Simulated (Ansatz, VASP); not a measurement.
## One calculation of MgO, two programs

```
Mg O
1.0
     0.00000    2.44686    2.44686
     2.44686    0.00000    2.44686
     2.44686    2.44686    0.00000
Mg O
1 1
Direct
  0.00000 0.00000 0.00000
  0.75000 0.75000 0.75000
```

Change from the starting cell: species swapped into the CdTe type (F-43m, No. 216).

Alike in both runs: task relaxation of cell and atoms; functional PBE; k mesh 6 × 6 × 6; occupations gaussian, width 0.1 eV; no spin polarisation.

|  | VASP | Ansatz |
| --- | --- | --- |
| version | VASP 6.6.1 | Ansatz 0.2.0 |
| potentials or method | VASP PAW PBE potentials, release 64 (Mg, O), cutoff 600 eV | scalar-relativistic, plane waves, PAW |
| valence electrons in the cell | 8 | 16 |

```tsv
	VASP	Ansatz	Ansatz less VASP
gap on the k mesh at the Fermi level, each at its own relaxed structure (eV)	3.50	3.48	-0.018
relaxed volume (Å³/atom)	12.19	12.27	+0.072
relaxed cell length with the largest relative difference (Å)	3.255	3.262	+0.0064
```

VASP's potentials hold 8 valence electrons a cell and Ansatz's 16, so a difference there can come from the potentials and not from the codes.

Noted on VASP's run: the volume moved by over 15 % at a fixed basis, so the end points are rough.
